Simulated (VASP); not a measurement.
# Rb (P6_3/mmc) in VASP: further runs

Runs on Rb. Level: revPBE. Tasks: single point.

Program: VASP 6.6.1. These are calculated values, not measurements. Logs are shortened: lines on timing, memory, paths and dates and some standing lists are left out, and cuts for length are marked.

### 1 The cell of the first run

The structure is hexagonal, space group P6_3/mmc (No. 194). The conventional cell has a = 5.185 Å, b = 5.185 Å, c = 8.550 Å, α = 90.00°, β = 90.00°, γ = 120.00°.

This isn't the form of Rb at room conditions, which is bcc.

### 2 Single point, revPBE

INCAR reads:

```
SYSTEM = Rb
PREC     = Accurate       ! precision mode
ENCUT    = 520            ! plane-wave cutoff, eV
EDIFF    = 1E-7           ! SCF threshold, eV
ISMEAR   = -1             ! smearing method
SIGMA    = 0.1            ! smearing width, eV
LREAL    = .False.        ! projectors in reciprocal space
LASPH    = .True.         ! aspherical terms in the spheres
NELM     = 60             ! most SCF steps
ALGO     = Normal         ! electronic algorithm
ISIF     = 2              ! what is computed and relaxed
LWAVE    = .False.        ! write WAVECAR
LCHARG   = .True.         ! write CHGCAR
GGA      = RE             ! functional
LELF     = .True.         ! ELF
LVHAR    = .True.       
NBANDS   = 16             ! bands
```

KPOINTS reads:

```
Automatic mesh
0
Gamma
  7 7 4
  0 0 0
```

POSCAR reads:

```
Rb
1.0
    5.1845217471      0.0000000000      0.0000000000
   -2.5922608735      4.4899275394      0.0000000000
    0.0000000000      0.0000000000      8.5498784101
Rb
2
Direct
    0.3333333333      0.6666666667      0.2500000000
    0.6666666667      0.3333333333      0.7500000000
```

Potentials or basis: VASP PAW PBE potentials, release 64 (Rb_sv).

The run is started by

```console
$ cat potpaw_PBE.64/Rb_sv/POTCAR > POTCAR
$ mpirun -np 1 vasp_std > vasp.out
```

OUTCAR:

```text
SYSTEM = Rb
   PREC = Accurate
   ENCUT = 520
   EDIFF = 1E-7
   ISMEAR = -1
   LREAL = .False.
   LASPH = .True.
   NELM = 60
   ISIF = 2
   GGA = RE

 ion  position               nearest neighbor table
   1  0.333  0.667  0.250-   2 5.22   2 5.22   2 5.22   2 5.22   2 5.22   2 5.22
   2  0.667  0.333  0.750-   1 5.22   1 5.22   1 5.22   1 5.22   1 5.22   1 5.22

  LATTYP: Found a hexagonal cell.
 ALAT       =     5.1845217471
 C/A-ratio  =     1.6491161243

  Lattice vectors:

 A1 = (   5.1845217471,   0.0000000000,   0.0000000000)
 A2 = (  -2.5922608735,   4.4899275394,   0.0000000000)
 A3 = (   0.0000000000,   0.0000000000,   8.5498784101)

Analysis of symmetry for initial positions (statically):
=====================================================================
 Subroutine PRICEL returns:
 Original cell was already a primitive cell.

 Routine SETGRP: Setting up the symmetry group for a
 hexagonal supercell.

 Subroutine GETGRP returns: Found 24 space group operations
 (whereof 12 operations were pure point group operations)
 out of a pool of 24 trial point group operations.

The static configuration has the point symmetry D_3d.
 The point group associated with its full space group is D_6h.

Analysis of symmetry for dynamics (positions and initial velocities):
=====================================================================
 Subroutine PRICEL returns:
 Original cell was already a primitive cell.

 Routine SETGRP: Setting up the symmetry group for a
 hexagonal supercell.

 Subroutine GETGRP returns: Found 24 space group operations
 (whereof 12 operations were pure point group operations)
 out of a pool of 24 trial point group operations.

The dynamic configuration has the point symmetry D_3d.
 The point group associated with its full space group is D_6h.

 Subroutine INISYM returns: Found 24 space group operations
 (whereof 12 operations are pure point group operations),
 and found     1 'primitive' translations

----------------------------------------------------------------------------------------

                                     Primitive cell

  volume of cell :     199.0252

  direct lattice vectors                    reciprocal lattice vectors
     5.184521747  0.000000000  0.000000000     0.192881822  0.111360372  0.000000000
    -2.592260873  4.489927539  0.000000000     0.000000000  0.222720744  0.000000000
     0.000000000  0.000000000  8.549878410     0.000000000  0.000000000  0.116960728

  length of vectors
     5.184521747  5.184521747  8.549878410     0.222720744  0.222720744  0.116960728

  position of ions in fractional coordinates (direct lattice)
     0.333333333  0.666666667  0.250000000
     0.666666667  0.333333333  0.750000000

  ion indices of the primitive-cell ions
   primitive index   ion index
                 1           1
                 2           2

----------------------------------------------------------------------------------------

 KPOINTS: Automatic mesh

Automatic generation of k-mesh.
 Grid dimensions read from file:
 generate k-points for:    7    7    4

 Generating k-lattice:

  Cartesian coordinates                     Fractional coordinates (reciprocal lattice)
     0.027554546  0.015908625  0.000000000     0.142857143  0.000000000  0.000000000
     0.000000000  0.031817249  0.000000000     0.000000000  0.142857143  0.000000000
     0.000000000  0.000000000  0.029240182     0.000000000  0.000000000  0.250000000

  Length of vectors
     0.031817249  0.031817249  0.029240182

  Shift w.r.t. Gamma in fractional coordinates (k-lattice)
     0.000000000  0.000000000  0.000000000

 Subroutine IBZKPT returns following result:
 ===========================================

 Found     24 irreducible k-points:

 Following reciprocal coordinates:
            Coordinates               Weight
  0.000000  0.000000  0.000000      1.000000
  0.142857  0.000000  0.000000      6.000000
  0.285714 -0.000000  0.000000      6.000000
  0.428571 -0.000000  0.000000      6.000000
  0.142857  0.142857  0.000000      6.000000
  0.285714  0.142857  0.000000     12.000000
[... 16 lines left out ...]
  0.428571  0.142857  0.500000      6.000000
  0.285714  0.285714  0.500000      6.000000
   k-points           NKPTS =     24   k-points in BZ     NKDIM =     24   number of bands    NBANDS=     16
   number of dos      NEDOS =    301   number of ions     NIONS =      2
   total plane-waves  NPLWV = 102400
   dimension x,y,z NGX =    40 NGY =   40 NGZ =   64
   dimension x,y,z NGXF=    80 NGYF=   80 NGZF=  128
   ions per type =               2
   NGX,Y,Z   is equivalent  to a cutoff of  12.83, 12.83, 12.44 a.u.
   NGXF,Y,Z  is equivalent  to a cutoff of  25.65, 25.65, 24.89 a.u.
 SYSTEM =  Rb
   PREC   = accura    normal or accurate (medium, high low for compatibility)
   ISTART =      0    job   : 0-new  1-cont  2-samecut
   ICHARG =      2    charge: 1-file 2-atom 10-const
   ISPIN  =      1    spin polarized calculation?
   LNONCOLLINEAR =      F non collinear calculations
   LSORBIT =      F    spin-orbit coupling
   LASPH  =      T    aspherical Exc in radial PAW
   ENCUT  =  520.0 eV  38.22 Ry    6.18 a.u.   9.64  9.64 15.90*2*pi/ulx,y,z
   NELM   =     60;   NELMIN=  2; NELMDL= -5     # of ELM steps
   EDIFF  = 0.1E-06   stopping-criterion for ELM
   LREAL  =      F    real-space projection
   EDIFFG = 0.1E-05   stopping-criterion for IOM
   NSW    =      0    number of steps for IOM
   IBRION =     -1    ionic relax: 0-MD 1-quasi-New 2-CG
   NFREE  =      0    steps in history (QN), initial steepest desc. (CG)
   ISIF   =      2    stress and relaxation
   ISYM   =      2    0-nonsym 1-usesym 2-fastsym
   POTIM  = 0.5000    time-step for ionic-motion
   TEBEG  =    0.0;   TEEND  =   0.0 temperature during run
   PSTRESS=    0.0 pullay stress
   NELECT =      18.0000    total number of electrons
   NUPDOWN=      -1.0000    fix difference up-down
   EMIN   =  10.00;   EMAX   =-10.00  energy-range for DOS
   EFERMI =   0.00;   METHOD = LEGACY
   ISMEAR =    -1;   SIGMA  =   0.10  broadening in eV -4-tet -1-fermi 0-gaus
   EFERMI_NEDOS =   21; number of points for ismear=-14 and -15
   IALGO  =     38    algorithm
   IMIX   =      4    mixing-type and parameters
     AMIX     =   0.40;   BMIX     =  1.00
     AMIX_MAG =   1.60;   BMIX_MAG =  1.00
  volume/ion in A,a.u.               =      99.51       671.54
  Fermi-wavevector in a.u.,A,eV,Ry     =   0.734846  1.388658  7.347128  0.539999
  Thomas-Fermi vector in A             =   1.827898
   LORBIT       =      0    0 simple, 1 ext, 2 COOP (PROOUT), +10 PAW based schemes
   GGA     = RE    functional components
   LHFCALC =     F    Hartree Fock is set to
   AEXX    =    0.0000 exact exchange contribution
   IVDW    =     0    specifies the selected vdW correction
   LEPSILON=     F    determine dielectric tensor
   LRPA    =     F    only Hartree local field effects (RPA)
 non-spin polarized calculation
  energy-cutoff  :      520.00
  volume of cell :      199.03
 maximum number of plane-waves:      5420
 NGX is ok and might be reduce to    40
   NGX = 19   NGY = 19   NGZ = 31

 number of electron      18.0000000 magnetization

 Free energy of the ion-electron system (eV)
  ---------------------------------------------------
  ext. energy  EPLUGINS =         0.00000000
  ---------------------------------------------------
  free energy    TOTEN  =        -1.70302380 eV

  energy without entropy =       -1.64429868  energy(sigma->0) =       -1.67366124

 E-fermi :  -0.0693     XC(G=0):  -5.1435

 val. band max:       -0.1312128697   @ k =   0.1429   0.1429   0.2500
 cond. band min:       0.0132750886   @ k =   0.2857  -0.0000   0.2500
 fundamental gap:      0.1444879583
 Fermi energy:        -0.0692780723

 k-point     1 :       0.0000    0.0000    0.0000
  band No.  band energies     occupation
      1     -29.0672      2.00000
      2     -29.0649      2.00000
      3     -13.1892      2.00000
      4     -13.1336      2.00000
      5     -13.1336      2.00000
      6     -13.1247      2.00000
[... 8 lines left out ...]
     15       3.7428      0.00000
     16       3.7428      0.00000

 k-point     2 :       0.1429    0.0000    0.0000
  band No.  band energies     occupation
      1     -29.0668      2.00000
      2     -29.0647      2.00000
      3     -13.1850      2.00000
      4     -13.1434      2.00000
      5     -13.1366      2.00000
      6     -13.1348      2.00000
[... 8 lines left out ...]
     15       3.6673      0.00000
     16       3.6907      0.00000

 k-point     3 :       0.2857   -0.0000    0.0000
  band No.  band energies     occupation
      1     -29.0658      2.00000
      2     -29.0643      2.00000
      3     -13.1743      2.00000
      4     -13.1656      2.00000
      5     -13.1569      2.00000
      6     -13.1432      2.00000
[... 8 lines left out ...]
     15       3.5457      0.00000
     16       3.7849      0.00000

 k-point     4 :       0.4286   -0.0000    0.0000
  band No.  band energies     occupation
      1     -29.0649      2.00000
      2     -29.0641      2.00000
      3     -13.1836      2.00000
      4     -13.1741      2.00000
      5     -13.1626      2.00000
      6     -13.1483      2.00000
[... 8 lines left out ...]
     15       3.3228      0.00000
     16       4.0984      0.00000

 k-point     5 :       0.1429    0.1429    0.0000
  band No.  band energies     occupation
      1     -29.0661      2.00000
      2     -29.0644      2.00000
      3     -13.1775      2.00000
      4     -13.1562      2.00000
      5     -13.1531      2.00000
      6     -13.1400      2.00000
[... 8 lines left out ...]
     15       3.3739      0.00000
     16       3.7815      0.00000

 k-point     6 :       0.2857    0.1429    0.0000
  band No.  band energies     occupation
      1     -29.0652      2.00000
      2     -29.0641      2.00000
      3     -13.1745      2.00000
      4     -13.1680      2.00000
      5     -13.1658      2.00000
      6     -13.1496      2.00000
[... 8 lines left out ...]
     15       2.9873      0.00000
     16       3.5912      0.00000
[... 267 lines left out ...]
 k-point    21 :       0.1429    0.1429    0.5000
  band No.  band energies     occupation
      1     -29.0653      2.00000
      2     -29.0653      2.00000
      3     -13.1658      2.00000
      4     -13.1658      2.00000
      5     -13.1424      2.00000
      6     -13.1424      2.00000
[... 8 lines left out ...]
     15       3.4351      0.00000
     16       3.4351      0.00000

 k-point    22 :       0.2857    0.1429    0.5000
  band No.  band energies     occupation
      1     -29.0646      2.00000
      2     -29.0646      2.00000
      3     -13.1792      2.00000
      4     -13.1792      2.00000
      5     -13.1482      2.00000
      6     -13.1482      2.00000
[... 8 lines left out ...]
     15       3.3599      0.00000
     16       3.3599      0.00000

 k-point    23 :       0.4286    0.1429    0.5000
  band No.  band energies     occupation
      1     -29.0643      2.00000
      2     -29.0643      2.00000
      3     -13.1858      2.00000
      4     -13.1858      2.00000
      5     -13.1514      2.00000
      6     -13.1514      2.00000
[... 8 lines left out ...]
     15       3.4448      0.00000
     16       3.4448      0.00000

 k-point    24 :       0.2857    0.2857    0.5000
  band No.  band energies     occupation
      1     -29.0643      2.00000
      2     -29.0643      2.00000
      3     -13.1796      2.00000
      4     -13.1796      2.00000
      5     -13.1610      2.00000
      6     -13.1610      2.00000
[... 8 lines left out ...]
     15       3.5052      0.00000
     16       3.5052      0.00000

------------------------ aborting loop because EDIFF is reached ----------------------------------------

  FORCE on cell =-STRESS in cart. coord.  units (eV):
  Direction    XX          YY          ZZ          XY          YZ          ZX
  --------------------------------------------------------------------------------------
  -------------------------------------------------------------------------------------
  Total        0.0030035      0.0030035      0.0115470      0.0000000      0.0000000      0.0000000
  in kB        0.0241786      0.0241786      0.0929545      0.0000000      0.0000000      0.0000000
  external PRESSURE =       0.0471039 kB  Pullay stress =       0.0000000 kB

 VOLUME and BASIS-vectors are now :
 -----------------------------------------------------------------------------
  energy-cutoff  :      520.00
  volume of cell :      199.03
      direct lattice vectors                 reciprocal lattice vectors
     5.184521747  0.000000000  0.000000000     0.192881822  0.111360372  0.000000000
    -2.592260873  4.489927539  0.000000000     0.000000000  0.222720744  0.000000000
     0.000000000  0.000000000  8.549878410     0.000000000  0.000000000  0.116960728

 POSITION                                       TOTAL-FORCE (eV/Angst)
 -----------------------------------------------------------------------------------
     -0.00000      2.99329      2.13747        -0.000000     -0.000000     -0.000000
      2.59226      1.49664      6.41241         0.000000      0.000000      0.000000
 -----------------------------------------------------------------------------------
    total drift:                               -0.000000      0.000000     -0.000000

  FREE ENERGIE OF THE ION-ELECTRON SYSTEM (eV)
  ---------------------------------------------------
  free  energy   TOTEN  =        -1.7030237978 eV

  energy  without entropy=       -1.6442986836  energy(sigma->0) =       -1.67366124
```

It took 40 s on 1 thread of Intel Xeon 6975P-C (Granite Rapids), shared host; peak memory 0.32 GiB.

Results:

```yaml
Free_energy: -1.7030 eV
Pressure: 0.0 GPa
Band_gap_on_the_k_mesh: zero (bands 9 and 10 overlap by 1.84 eV)
```

Caveat: the PAW data sets were made with another functional, which shifts forces and pressure a little.

(Part 1 of 2 ends here.)
